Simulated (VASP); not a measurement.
# CaO (Fm-3m) in VASP: further runs

The runs below take CaO through single point, relaxation of cell and atoms, with PBEsol.

Everything below comes from runs of VASP 6.6.1. Logs are shortened: lines on timing, memory, paths and dates and some standing lists are left out, and cuts for length are marked.

## 1. The cell of the first run

It takes space group Fm-3m (No. 225, cubic). The conventional cell has a = 4.464 Å, b = 4.464 Å, c = 4.464 Å, α = 90.00°, β = 90.00°, γ = 90.00°. Within 3.0 Å of Ca (site symmetry m-3m) lie 6 O at 2.23 Å. Within 3.0 Å of O (site symmetry m-3m) lie 6 Ca at 2.23 Å.

## 2. Single point, PBEsol

Input file INCAR:

```
  PREC = Accurate
  ENCUT = 600
  EDIFF = 1E-6
  ISMEAR = 0
  SIGMA = 0.1
  LREAL = False
  LASPH = True
  NELM = 120
  ALGO = Normal
  ISIF = 2
  LWAVE = False
  LCHARG = True
  GGA = PS
  LELF = True
  LVHAR = True
  NBANDS = 15
  GGA_COMPAT = False
```

Input file KPOINTS:

```
Automatic mesh
0
Gamma
  8 8 8
```

Input file POSCAR:

```
CaO
1.0
    0.0000000000      2.2322311871      2.2322311871
    2.2322311871      0.0000000000      2.2322311871
    2.2322311871      2.2322311871      0.0000000000
Ca O
1 1
Direct
    0.0000000000      0.0000000000      0.0000000000
    0.5000000000      0.5000000000      0.5000000000
```

Potentials or basis: VASP PAW PBE potentials, release 64 (Ca_sv, O).

Run with:

```bash
$ cat potpaw_PBE.64/Ca_sv/POTCAR potpaw_PBE.64/O/POTCAR > POTCAR
$ mpirun -np 1 vasp_std > vasp.out
```

OUTCAR:

```text
PREC = Accurate
   ENCUT = 600
   EDIFF = 1E-6
   ISMEAR = 0
   LREAL = False
   LASPH = True
   NELM = 120
   ISIF = 2
   GGA = PS

 ion  position               nearest neighbor table
   1  0.000  0.000  0.000-   2 2.23   2 2.23   2 2.23   2 2.23   2 2.23   2 2.23
   2  0.500  0.500  0.500-   1 2.23   1 2.23   1 2.23   1 2.23   1 2.23   1 2.23

  LATTYP: Found a face centered cubic cell.
 ALAT       =     4.4644623742

  Lattice vectors:

 A1 = (   0.0000000000,   2.2322311871,   2.2322311871)
 A2 = (   2.2322311871,   0.0000000000,   2.2322311871)
 A3 = (   2.2322311871,   2.2322311871,   0.0000000000)

Analysis of symmetry for initial positions (statically):
=====================================================================
 Subroutine PRICEL returns:
 Original cell was already a primitive cell.

 Routine SETGRP: Setting up the symmetry group for a
 face centered cubic supercell.

 Subroutine GETGRP returns: Found 48 space group operations
 (whereof 48 operations were pure point group operations)
 out of a pool of 48 trial point group operations.

The static configuration has the point symmetry O_h .

Analysis of symmetry for dynamics (positions and initial velocities):
=====================================================================
 Subroutine PRICEL returns:
 Original cell was already a primitive cell.

 Routine SETGRP: Setting up the symmetry group for a
 face centered cubic supercell.

 Subroutine GETGRP returns: Found 48 space group operations
 (whereof 48 operations were pure point group operations)
 out of a pool of 48 trial point group operations.

The dynamic configuration has the point symmetry O_h .

 Subroutine INISYM returns: Found 48 space group operations
 (whereof 48 operations are pure point group operations),
 and found     1 'primitive' translations

----------------------------------------------------------------------------------------

                                     Primitive cell

  volume of cell :      22.2458

  direct lattice vectors                    reciprocal lattice vectors
     0.000000000  2.232231187  2.232231187    -0.223991136  0.223991136  0.223991136
     2.232231187  0.000000000  2.232231187     0.223991136 -0.223991136  0.223991136
     2.232231187  2.232231187  0.000000000     0.223991136  0.223991136 -0.223991136

  length of vectors
     3.156851619  3.156851619  3.156851619     0.387964028  0.387964028  0.387964028

  position of ions in fractional coordinates (direct lattice)
     0.000000000  0.000000000  0.000000000
     0.500000000  0.500000000  0.500000000

  ion indices of the primitive-cell ions
   primitive index   ion index
                 1           1
                 2           2

----------------------------------------------------------------------------------------

 KPOINTS: Automatic mesh

Automatic generation of k-mesh.
 Grid dimensions read from file:
 generate k-points for:    8    8    8

 Generating k-lattice:

  Cartesian coordinates                     Fractional coordinates (reciprocal lattice)
    -0.027998892  0.027998892  0.027998892     0.125000000  0.000000000  0.000000000
     0.027998892 -0.027998892  0.027998892     0.000000000  0.125000000  0.000000000
     0.027998892  0.027998892 -0.027998892     0.000000000  0.000000000  0.125000000

  Length of vectors
     0.048495504  0.048495504  0.048495504

  Shift w.r.t. Gamma in fractional coordinates (k-lattice)
     0.000000000  0.000000000  0.000000000

 Subroutine IBZKPT returns following result:
 ===========================================

 Found     29 irreducible k-points:

 Following reciprocal coordinates:
            Coordinates               Weight
  0.000000  0.000000  0.000000      1.000000
  0.125000  0.000000  0.000000      8.000000
  0.250000  0.000000  0.000000      8.000000
  0.375000  0.000000  0.000000      8.000000
  0.500000  0.000000  0.000000      4.000000
  0.125000  0.125000  0.000000      6.000000
[... 16 lines left out ...]
  0.500000  0.250000  0.125000     48.000000
 -0.375000  0.250000  0.125000     24.000000
 [... further k-points ...]
   k-points           NKPTS =     29   k-points in BZ     NKDIM =     29   number of bands    NBANDS=     15
   number of dos      NEDOS =    301   number of ions     NIONS =      2
   total plane-waves  NPLWV =  21952
   dimension x,y,z NGX =    28 NGY =   28 NGZ =   28
   dimension x,y,z NGXF=    56 NGYF=   56 NGZF=   56
   ions per type =               1   1
   NGX,Y,Z   is equivalent  to a cutoff of  14.75, 14.75, 14.75 a.u.
   NGXF,Y,Z  is equivalent  to a cutoff of  29.49, 29.49, 29.49 a.u.
 SYSTEM =  unknown system
   PREC   = accura    normal or accurate (medium, high low for compatibility)
   ISTART =      0    job   : 0-new  1-cont  2-samecut
   ICHARG =      2    charge: 1-file 2-atom 10-const
   ISPIN  =      1    spin polarized calculation?
   LNONCOLLINEAR =      F non collinear calculations
   LSORBIT =      F    spin-orbit coupling
   LASPH  =      T    aspherical Exc in radial PAW
   ENCUT  =  600.0 eV  44.10 Ry    6.64 a.u.   6.31  6.31  6.31*2*pi/ulx,y,z
   NELM   =    120;   NELMIN=  2; NELMDL= -5     # of ELM steps
   EDIFF  = 0.1E-05   stopping-criterion for ELM
   LREAL  =      F    real-space projection
   EDIFFG = 0.1E-04   stopping-criterion for IOM
   NSW    =      0    number of steps for IOM
   IBRION =     -1    ionic relax: 0-MD 1-quasi-New 2-CG
   NFREE  =      0    steps in history (QN), initial steepest desc. (CG)
   ISIF   =      2    stress and relaxation
   ISYM   =      2    0-nonsym 1-usesym 2-fastsym
   POTIM  = 0.5000    time-step for ionic-motion
   TEBEG  =    0.0;   TEEND  =   0.0 temperature during run
   PSTRESS=    0.0 pullay stress
   NELECT =      16.0000    total number of electrons
   NUPDOWN=      -1.0000    fix difference up-down
   EMIN   =  10.00;   EMAX   =-10.00  energy-range for DOS
   EFERMI =   0.00;   METHOD = LEGACY
   ISMEAR =     0;   SIGMA  =   0.10  broadening in eV -4-tet -1-fermi 0-gaus
   EFERMI_NEDOS =   21; number of points for ismear=-14 and -15
   IALGO  =     38    algorithm
   IMIX   =      4    mixing-type and parameters
     AMIX     =   0.40;   BMIX     =  1.00
     AMIX_MAG =   1.60;   BMIX_MAG =  1.00
  volume/ion in A,a.u.               =      11.12        75.06
  Fermi-wavevector in a.u.,A,eV,Ry     =   1.466782  2.771817 29.272258  2.151450
  Thomas-Fermi vector in A             =   2.582479
   LORBIT       =      0    0 simple, 1 ext, 2 COOP (PROOUT), +10 PAW based schemes
   GGA     = PS    functional components
   LHFCALC =     F    Hartree Fock is set to
   AEXX    =    0.0000 exact exchange contribution
   IVDW    =     0    specifies the selected vdW correction
   LEPSILON=     F    determine dielectric tensor
   LRPA    =     F    only Hartree local field effects (RPA)
 non-spin polarized calculation
 Gauss-broadening in eV      SIGMA  =   0.10
  energy-cutoff  :      600.00
  volume of cell :       22.25
 maximum number of plane-waves:       754
 NGX is ok and might be reduce to    28
   NGX = 13   NGY = 13   NGZ = 13

 number of electron      16.0000000 magnetization

 Free energy of the ion-electron system (eV)
  ---------------------------------------------------
  ext. energy  EPLUGINS =         0.00000000
  ---------------------------------------------------
  free energy    TOTEN  =       -12.93369129 eV

  energy without entropy =      -12.93369129  energy(sigma->0) =      -12.93369129

 E-fermi :   4.0515     XC(G=0): -11.8853

 val. band max:        3.6256031445   @ k =   0.0000   0.0000   0.0000
 cond. band min:       6.9219995073   @ k =   0.5000   0.5000   0.0000
 fundamental gap:      3.2963963628
 Fermi energy:         4.0514600035

 k-point     1 :       0.0000    0.0000    0.0000
  band No.  band energies     occupation
      1     -33.0066      2.00000
      2     -13.5809      2.00000
      3     -13.5809      2.00000
      4     -13.5809      2.00000
      5     -12.2495      2.00000
      6       3.6256      2.00000
      7       3.6256      2.00000
      8       3.6256      2.00000
      9      10.2128      0.00000
     10      10.2506      0.00000
     11      10.2506      0.00000
     12      10.2506      0.00000
     13      12.2258      0.00000
     14      12.2258      0.00000
     15      19.7885      0.00000

 k-point     2 :       0.1250    0.0000    0.0000
  band No.  band energies     occupation
      1     -32.9665      2.00000
      2     -14.2618      2.00000
      3     -13.5945      2.00000
      4     -13.5945      2.00000
      5     -11.5826      2.00000
      6       2.9995      2.00000
      7       3.3030      2.00000
      8       3.3030      2.00000
      9      10.2050      0.00000
     10      10.6044      0.00000
     11      10.6044      0.00000
     12      10.9648      0.00000
     13      12.7677      0.00000
     14      12.7677      0.00000
     15      20.6771      0.00000

 k-point     3 :       0.2500    0.0000    0.0000
  band No.  band energies     occupation
      1     -32.8680      2.00000
      2     -15.1987      2.00000
      3     -13.6269      2.00000
      4     -13.6269      2.00000
      5     -10.6761      2.00000
      6       1.7688      2.00000
      7       2.6359      2.00000
      8       2.6359      2.00000
      9      10.4131      0.00000
     10      11.5408      0.00000
     11      11.5408      0.00000
     12      12.5000      0.00000
     13      14.0402      0.00000
     14      14.0402      0.00000
     15      21.8153      0.00000

 k-point     4 :       0.3750    0.0000    0.0000
  band No.  band energies     occupation
      1     -32.7671      2.00000
      2     -15.8695      2.00000
      3     -13.6585      2.00000
      4     -13.6585      2.00000
      5     -10.0278      2.00000
      6       0.7435      2.00000
      7       2.0744      2.00000
      8       2.0744      2.00000
      9      11.1177      0.00000
     10      12.6596      0.00000
     11      12.6596      0.00000
     12      13.6158      0.00000
     13      15.3900      0.00000
     14      15.3900      0.00000
     15      21.3199      0.00000
[... 307 lines left out ...]
 k-point    22 :       0.3750    0.2500    0.1250
  band No.  band energies     occupation
      1     -32.7965      2.00000
      2     -15.2628      2.00000
      3     -13.9233      2.00000
      4     -13.7028      2.00000
      5     -10.6643      2.00000
      6       1.3738      2.00000
      7       2.5312      2.00000
      8       3.0550      2.00000
      9       9.1911      0.00000
     10      12.3722      0.00000
     11      12.4850      0.00000
     12      13.0472      0.00000
     13      14.0655      0.00000
     14      15.7845      0.00000
     15      22.5466      0.00000

 k-point    23 :       0.5000    0.2500    0.1250
  band No.  band energies     occupation
      1     -32.7165      2.00000
      2     -15.5548      2.00000
      3     -14.0610      2.00000
      4     -13.7846      2.00000
      5     -10.4686      2.00000
      6       1.2225      2.00000
      7       2.1501      2.00000
      8       2.6502      2.00000
      9       9.9150      0.00000
     10      12.3578      0.00000
     11      13.3009      0.00000
     12      13.7864      0.00000
     13      15.4008      0.00000
     14      16.9088      0.00000
     15      21.2689      0.00000

 k-point    24 :      -0.3750    0.2500    0.1250
  band No.  band energies     occupation
      1     -32.6830      2.00000
      2     -15.6713      2.00000
      3     -14.0903      2.00000
      4     -13.8442      2.00000
      5     -10.3974      2.00000
      6       1.1664      2.00000
      7       2.2049      2.00000
      8       2.2713      2.00000
      9      11.1669      0.00000
     10      11.2325      0.00000
     11      13.7108      0.00000
     12      14.3737      0.00000
     13      15.7473      0.00000
     14      17.7603      0.00000
     15      20.5066      0.00000

 [... further k-points ...]

------------------------ aborting loop because EDIFF is reached ----------------------------------------

  FORCE on cell =-STRESS in cart. coord.  units (eV):
  Direction    XX          YY          ZZ          XY          YZ          ZX
  --------------------------------------------------------------------------------------
  -------------------------------------------------------------------------------------
  Total        5.0482177      5.0482177      5.0482177      0.0000000     -0.0000000      0.0000000
  in kB      363.5809738    363.5809738    363.5809738      0.0000000     -0.0000000      0.0000000
  external PRESSURE =     363.5809738 kB  Pullay stress =       0.0000000 kB

 VOLUME and BASIS-vectors are now :
 -----------------------------------------------------------------------------
  energy-cutoff  :      600.00
  volume of cell :       22.25
      direct lattice vectors                 reciprocal lattice vectors
     0.000000000  2.232231187  2.232231187    -0.223991136  0.223991136  0.223991136
     2.232231187  0.000000000  2.232231187     0.223991136 -0.223991136  0.223991136
     2.232231187  2.232231187  0.000000000     0.223991136  0.223991136 -0.223991136

 POSITION                                       TOTAL-FORCE (eV/Angst)
 -----------------------------------------------------------------------------------
      0.00000      0.00000      0.00000         0.000000      0.000000      0.000000
      2.23223      2.23223      2.23223        -0.000000     -0.000000     -0.000000
 -----------------------------------------------------------------------------------
    total drift:                                0.000000      0.000000      0.000000

  FREE ENERGIE OF THE ION-ELECTRON SYSTEM (eV)
  ---------------------------------------------------
  free  energy   TOTEN  =       -12.9336912888 eV

  energy  without entropy=      -12.9336912888  energy(sigma->0) =      -12.93369129
```

It took 13 s on 1 thread of Intel Xeon Platinum 8259CL at 2.50GHz (Skylake/Cascade Lake), shared host; peak memory 0.16 GiB.

What came out:

- Free energy: -12.9337 eV
- Pressure: 36.4 GPa
- Band gap on the k mesh: 3.30 eV (least direct gap 3.57 eV)

Caveat: the cell stands under pressure; the PAW data sets were made with another functional, which shifts forces and pressure a little. A k mesh can miss the band edges.

## 3. Single point, PBEsol

Input file INCAR:

```
  PREC = Accurate
  ENCUT = 600
  EDIFF = 1E-6
  ISMEAR = 0
  SIGMA = 0.01
  LREAL = False
  LASPH = True
  NELM = 120
  ALGO = Normal
  ISIF = 2
  LWAVE = False
  LCHARG = False
  GGA = PS
  NBANDS = 15
  GGA_COMPAT = False
```

Input file KPOINTS:

```
Automatic mesh
0
Gamma
  10 10 10
```

POSCAR is that of step 2.

Potentials or basis: VASP PAW PBE potentials, release 64 (Ca_sv, O).

Run with:

```bash
$ cat potpaw_PBE.64/Ca_sv/POTCAR potpaw_PBE.64/O/POTCAR > POTCAR
$ mpirun -np 1 vasp_std > vasp.out
```

Run time: 18 s. Hardware: 1 thread of Intel Xeon Platinum 8259CL at 2.50GHz (Skylake/Cascade Lake), shared host; peak memory 0.16 GiB.

Results (log left out):

- Free energy: -12.9337 eV
- Pressure: 36.4 GPa
- Band gap on the k mesh: 3.30 eV (least direct gap 3.57 eV)

Levels at points of the mesh, in eV from the valence-band top:
| k point | band 6 | band 7 | band 8 | band 9 | band 10 | band 11 |
| --- | --- | --- | --- | --- | --- | --- |
| (0.00, 0.00, 0.00) | 0.00 | 0.00 | 0.00 | 6.59 | 6.63 | 6.63 |
| (0.50, 0.00, 0.00) | -3.27 | -1.76 | -1.76 | 8.06 | 9.58 | 9.58 |
| (0.50, 0.50, 0.00) | -1.06 | -0.27 | -0.27 | 3.30 | 9.83 | 10.18 |

Caveat: the cell stands under pressure; the PAW data sets were made with another functional, which shifts forces and pressure a little.

[end of part 1 of 3]
